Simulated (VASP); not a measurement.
# Na (Im-3m) in VASP: a series of runs, part 2 of 2

VASP 6.6.1. The steps go on from the part before.

## (4) Single point, PBEsol

This run uses another cell than the first one, of 37.69 Å³/atom, 1.038 times its volume.

The input, INCAR:

```
SYSTEM = Na
PREC = Accurate
ENCUT = 520
EDIFF = 1E-6
ISMEAR = 0
SIGMA = 0.05
LREAL = .False.
LASPH = .True.
NELM = 80
ALGO = Fast
ISIF = 2
LWAVE = .False.
LCHARG = .False.
GGA = PS
NBANDS = 10
```

The input, KPOINTS:

```
regular mesh
0
Gamma
  12 12 12
  0 0 0
```

The input, POSCAR:

```
Na
1.0
   -2.1121762316      2.1121762316      2.1121762316
    2.1121762316     -2.1121762316      2.1121762316
    2.1121762316      2.1121762316     -2.1121762316
Na
1
Direct
    0.0000000000      0.0000000000      0.0000000000
```

Potentials or basis: VASP PAW PBE potentials, release 64 (Na_pv).

Run with:

```
$ cat potpaw_PBE.64/Na_pv/POTCAR > POTCAR
$ mpirun -np 1 vasp_std > vasp.out
```

OUTCAR:

```text
SYSTEM = Na
   PREC = Accurate
   ENCUT = 520
   EDIFF = 1E-6
   ISMEAR = 0
   LREAL = .False.
   LASPH = .True.
   NELM = 80
   ISIF = 2
   GGA = PS

 ion  position               nearest neighbor table
   1  0.000  0.000  0.000-

  LATTYP: Found a body centered cubic cell.
 ALAT       =     4.2243524632

  Lattice vectors:

 A1 = (  -2.1121762316,   2.1121762316,   2.1121762316)
 A2 = (   2.1121762316,  -2.1121762316,   2.1121762316)
 A3 = (   2.1121762316,   2.1121762316,  -2.1121762316)

Analysis of symmetry for initial positions (statically):
=====================================================================
 Subroutine PRICEL returns:
 Original cell was already a primitive cell.

 Routine SETGRP: Setting up the symmetry group for a
 body centered cubic supercell.

 Subroutine GETGRP returns: Found 48 space group operations
 (whereof 48 operations were pure point group operations)
 out of a pool of 48 trial point group operations.

The static configuration has the point symmetry O_h .

Analysis of symmetry for dynamics (positions and initial velocities):
=====================================================================
 Subroutine PRICEL returns:
 Original cell was already a primitive cell.

 Routine SETGRP: Setting up the symmetry group for a
 body centered cubic supercell.

 Subroutine GETGRP returns: Found 48 space group operations
 (whereof 48 operations were pure point group operations)
 out of a pool of 48 trial point group operations.

The dynamic configuration has the point symmetry O_h .

 Subroutine INISYM returns: Found 48 space group operations
 (whereof 48 operations are pure point group operations),
 and found     1 'primitive' translations

----------------------------------------------------------------------------------------

                                     Primitive cell

  volume of cell :      37.6921

  direct lattice vectors                    reciprocal lattice vectors
    -2.112176232  2.112176232  2.112176232     0.000000000  0.236722671  0.236722671
     2.112176232 -2.112176232  2.112176232     0.236722671  0.000000000  0.236722671
     2.112176232  2.112176232 -2.112176232     0.236722671  0.236722671  0.000000000

  length of vectors
     3.658396548  3.658396548  3.658396548     0.334776412  0.334776412  0.334776412

  position of ions in fractional coordinates (direct lattice)
     0.000000000  0.000000000  0.000000000

  ion indices of the primitive-cell ions
   primitive index   ion index
                 1           1

----------------------------------------------------------------------------------------

 KPOINTS: regular mesh

Automatic generation of k-mesh.
 Grid dimensions read from file:
 generate k-points for:   12   12   12

 Generating k-lattice:

  Cartesian coordinates                     Fractional coordinates (reciprocal lattice)
     0.000000000  0.019726889  0.019726889     0.083333333  0.000000000  0.000000000
     0.019726889  0.000000000  0.019726889     0.000000000  0.083333333  0.000000000
     0.019726889  0.019726889  0.000000000     0.000000000  0.000000000  0.083333333

  Length of vectors
     0.027898034  0.027898034  0.027898034

  Shift w.r.t. Gamma in fractional coordinates (k-lattice)
     0.000000000  0.000000000  0.000000000

 Subroutine IBZKPT returns following result:
 ===========================================

 Found     72 irreducible k-points:

 Following reciprocal coordinates:
            Coordinates               Weight
  0.000000  0.000000  0.000000      1.000000
  0.083333  0.000000  0.000000     12.000000
  0.166667  0.000000  0.000000     12.000000
  0.250000  0.000000  0.000000     12.000000
  0.333333  0.000000  0.000000     12.000000
  0.416667  0.000000  0.000000     12.000000
[... 16 lines left out ...]
  0.333333  0.083333  0.083333     24.000000
  0.416667  0.083333  0.083333     12.000000
 [... further k-points ...]
   k-points           NKPTS =     72   k-points in BZ     NKDIM =     72   number of bands    NBANDS=     10
   number of dos      NEDOS =    301   number of ions     NIONS =      1
   total plane-waves  NPLWV =  21952
   dimension x,y,z NGX =    28 NGY =   28 NGZ =   28
   dimension x,y,z NGXF=    56 NGYF=   56 NGZF=   56
   ions per type =               1
   NGX,Y,Z   is equivalent  to a cutoff of  12.72, 12.72, 12.72 a.u.
   NGXF,Y,Z  is equivalent  to a cutoff of  25.45, 25.45, 25.45 a.u.
 SYSTEM =  Na
   PREC   = accura    normal or accurate (medium, high low for compatibility)
   ISTART =      0    job   : 0-new  1-cont  2-samecut
   ICHARG =      2    charge: 1-file 2-atom 10-const
   ISPIN  =      1    spin polarized calculation?
   LNONCOLLINEAR =      F non collinear calculations
   LSORBIT =      F    spin-orbit coupling
   LASPH  =      T    aspherical Exc in radial PAW
   ENCUT  =  520.0 eV  38.22 Ry    6.18 a.u.   6.80  6.80  6.80*2*pi/ulx,y,z
   NELM   =     80;   NELMIN=  2; NELMDL= -5     # of ELM steps
   EDIFF  = 0.1E-05   stopping-criterion for ELM
   LREAL  =      F    real-space projection
   EDIFFG = 0.1E-04   stopping-criterion for IOM
   NSW    =      0    number of steps for IOM
   IBRION =     -1    ionic relax: 0-MD 1-quasi-New 2-CG
   NFREE  =      0    steps in history (QN), initial steepest desc. (CG)
   ISIF   =      2    stress and relaxation
   ISYM   =      2    0-nonsym 1-usesym 2-fastsym
   POTIM  = 0.5000    time-step for ionic-motion
   TEBEG  =    0.0;   TEEND  =   0.0 temperature during run
   PSTRESS=    0.0 pullay stress
   NELECT =       7.0000    total number of electrons
   NUPDOWN=      -1.0000    fix difference up-down
   EMIN   =  10.00;   EMAX   =-10.00  energy-range for DOS
   EFERMI =   0.00;   METHOD = LEGACY
   ISMEAR =     0;   SIGMA  =   0.05  broadening in eV -4-tet -1-fermi 0-gaus
   EFERMI_NEDOS =   21; number of points for ismear=-14 and -15
   IALGO  =     68    algorithm
   IMIX   =      4    mixing-type and parameters
     AMIX     =   0.40;   BMIX     =  1.00
     AMIX_MAG =   1.60;   BMIX_MAG =  1.00
  volume/ion in A,a.u.               =      37.69       254.36
  Fermi-wavevector in a.u.,A,eV,Ry     =   0.934023  1.765047 11.869697  0.872398
  Thomas-Fermi vector in A             =   2.060784
   LORBIT       =      0    0 simple, 1 ext, 2 COOP (PROOUT), +10 PAW based schemes
   GGA     = PS    functional components
   LHFCALC =     F    Hartree Fock is set to
   AEXX    =    0.0000 exact exchange contribution
   IVDW    =     0    specifies the selected vdW correction
   LEPSILON=     F    determine dielectric tensor
   LRPA    =     F    only Hartree local field effects (RPA)
 non-spin polarized calculation
 RMM-DIIS sequential band-by-band and
 Gauss-broadening in eV      SIGMA  =   0.05
  energy-cutoff  :      520.00
  volume of cell :       37.69
 maximum number of plane-waves:      1048
   NGX = 13   NGY = 13   NGZ = 13

 number of electron       7.0000010 magnetization

 Free energy of the ion-electron system (eV)
  ---------------------------------------------------
  ext. energy  EPLUGINS =         0.00000000
  ---------------------------------------------------
  free energy    TOTEN  =        -1.39573314 eV

  energy without entropy =       -1.39446618  energy(sigma->0) =       -1.39509966

 E-fermi :   0.2099     XC(G=0):  -6.4574

 val. band max:        0.1863775237   @ k =  -0.3333   0.4167   0.1667
 cond. band min:       0.2968496538   @ k =   0.3333   0.1667   0.0000
 fundamental gap:      0.1104721301
 Fermi energy:         0.2098573567

 k-point     1 :       0.0000    0.0000    0.0000
  band No.  band energies     occupation
      1     -24.5405      2.00000
      2     -24.5405      2.00000
      3     -24.5405      2.00000
      4      -2.9835      2.00000
      5      11.8838      0.00000
      6      11.8838      0.00000
      7      11.8838      0.00000
      8      12.8784      0.00000
      9      12.8784      0.00000
     10      13.4136      0.00000

 k-point     2 :       0.0833    0.0000    0.0000
  band No.  band energies     occupation
      1     -24.5428      2.00000
      2     -24.5413      2.00000
      3     -24.5405      2.00000
      4      -2.8626      2.00000
      5      10.3917      0.00000
      6      11.1674      0.00000
      7      11.4288      0.00000
      8      12.0029      0.00000
      9      12.3151      0.00000
     10      13.7301      0.00000
[... 274 lines left out ...]
 k-point    24 :       0.4167    0.0833    0.0833
  band No.  band energies     occupation
      1     -24.5720      2.00000
      2     -24.5533      2.00000
      3     -24.5426      2.00000
      4       1.2172      0.00000
      5       1.6967      0.00000
      6       6.4195      0.00000
      7       7.4972      0.00000
      8      11.8491      0.00000
      9      12.6336      0.00000
     10      16.4824      0.00000

 [... further k-points ...]
[... 5 lines left out ...]
  --------------------------------------------------------------------------------------
  -------------------------------------------------------------------------------------
  Total       -0.0586669     -0.0586669     -0.0586669     -0.0000000     -0.0000000      0.0000000
  in kB       -2.4937540     -2.4937540     -2.4937540     -0.0000000     -0.0000000      0.0000000
  external PRESSURE =      -2.4937540 kB  Pullay stress =       0.0000000 kB

 VOLUME and BASIS-vectors are now :
 -----------------------------------------------------------------------------
  energy-cutoff  :      520.00
  volume of cell :       37.69
      direct lattice vectors                 reciprocal lattice vectors
    -2.112176232  2.112176232  2.112176232     0.000000000  0.236722671  0.236722671
     2.112176232 -2.112176232  2.112176232     0.236722671  0.000000000  0.236722671
     2.112176232  2.112176232 -2.112176232     0.236722671  0.236722671  0.000000000

 POSITION                                       TOTAL-FORCE (eV/Angst)
 -----------------------------------------------------------------------------------
      0.00000      0.00000      0.00000         0.000000     -0.000000      0.000000
 -----------------------------------------------------------------------------------
    total drift:                               -0.000000     -0.000000     -0.000000

  FREE ENERGIE OF THE ION-ELECTRON SYSTEM (eV)
  ---------------------------------------------------
  free  energy   TOTEN  =        -1.3957331366 eV

  energy  without entropy=       -1.3944661760  energy(sigma->0) =       -1.39509966
```

OSZICAR:

```text
N       E                     dE             d eps       ncg     rms          rms(c)
DAV:   1     0.256822256392E+02    0.25682E+02   -0.37613E+03  1444   0.580E+02
DAV:   2    -0.841850020762E+00   -0.26524E+02   -0.26407E+02  1502   0.141E+02
DAV:   3    -0.139313345342E+01   -0.55128E+00   -0.55099E+00  1792   0.221E+01
DAV:   4    -0.139774650257E+01   -0.46130E-02   -0.46127E-02  1720   0.198E+00
DAV:   5    -0.139781228217E+01   -0.65780E-04   -0.65779E-04  1696   0.228E-01    0.235E-01
RMM:   6    -0.139620919244E+01    0.16031E-02   -0.16418E-03  1924   0.534E-01    0.142E-01
RMM:   7    -0.139576341847E+01    0.44577E-03   -0.14190E-03  1966   0.435E-01    0.454E-02
RMM:   8    -0.139572479413E+01    0.38624E-04   -0.29344E-04  1931   0.310E-01    0.290E-03
RMM:   9    -0.139573191258E+01   -0.71185E-05   -0.66073E-05  2166   0.101E-01    0.304E-03
RMM:  10    -0.139573267640E+01   -0.76382E-06   -0.10903E-05  1901   0.546E-02    0.186E-03
RMM:  11    -0.139573473137E+01   -0.20550E-05   -0.71714E-06  1726   0.331E-02    0.568E-03
RMM:  12    -0.139573312587E+01    0.16055E-05   -0.36847E-06  1500   0.332E-02    0.116E-03
RMM:  13    -0.139573313663E+01   -0.10758E-07   -0.57253E-07   945   0.118E-02
   1 F= -.13957331E+01 E0= -.13950997E+01  d E =-.126696E-02
```

stdout:

```text
POSCAR found type information on POSCAR Na
 POSCAR found :  1 types and       1 ions
 scaLAPACK will be used
 -----------------------------------------------------------------------------
|                                                                             |
|                                                                             |
|     You enforced a specific xc type in the INCAR file but a different       |
|     I HOPE YOU KNOW WHAT YOU ARE DOING!                                     |
|                                                                             |
 -----------------------------------------------------------------------------

 LDA part: xc-table for (Slater+PW92), standard interpolation
 POSCAR, INCAR and KPOINTS ok, starting setup
 FFT: planning ... GRIDC
 FFT: planning ... GRID_SOFT
 FFT: planning ... GRID
 WAVECAR not read
 entering main loop
WARNING in EDDRMM: call to ZHEGV failed, returncode =   6  3      9
WARNING in EDDRMM: call to ZHEGV failed, returncode =   6  3      7
```

It took 15 s on 1 thread of Intel Xeon Platinum 8375C at 2.90GHz (Ice Lake), shared host; peak memory 0.15 GiB.

What came out:

* Free energy: -1.3957 eV
* Pressure: -0.2 GPa

Levels at points of the mesh, in eV from the Fermi level:
| k point | band 1 | band 2 | band 3 | band 4 | band 5 | band 6 |
| --- | --- | --- | --- | --- | --- | --- |
| (0.00, 0.00, 0.00) | -24.75 | -24.75 | -24.75 | -3.19 | 11.67 | 11.67 |
| (0.50, 0.00, 0.00) | -24.78 | -24.76 | -24.75 | 0.79 | 1.26 | 8.18 |
| (0.50, 0.50, 0.50) | -24.78 | -24.78 | -24.78 | 4.54 | 4.54 | 4.88 |

Caveat: the PAW data sets were made with another functional, which shifts forces and pressure a little.

## (5) Summary

```tsv
cell	gap on the mesh (eV)	pressure (GPa)
a = 3.614 Å, angles 109.5°, 1 atom	none	0.0
a = 3.663 Å, angles 109.5°, 1 atom	none	-0.3
a = 3.658 Å, angles 109.5°, 1 atom	none	-0.2
```

Alike in all rows: task single point; level PBEsol; potentials or basis VASP PAW PBE potentials, release 64 (Na_pv); no spin polarisation; k mesh 12 × 12 × 12; cutoff (eV) 520; smearing gaussian 0.05 eV.

Caveats: the PAW data sets were made with another functional, which shifts forces and pressure a little.

Absolute energies hang on the potentials; compare differences alone.
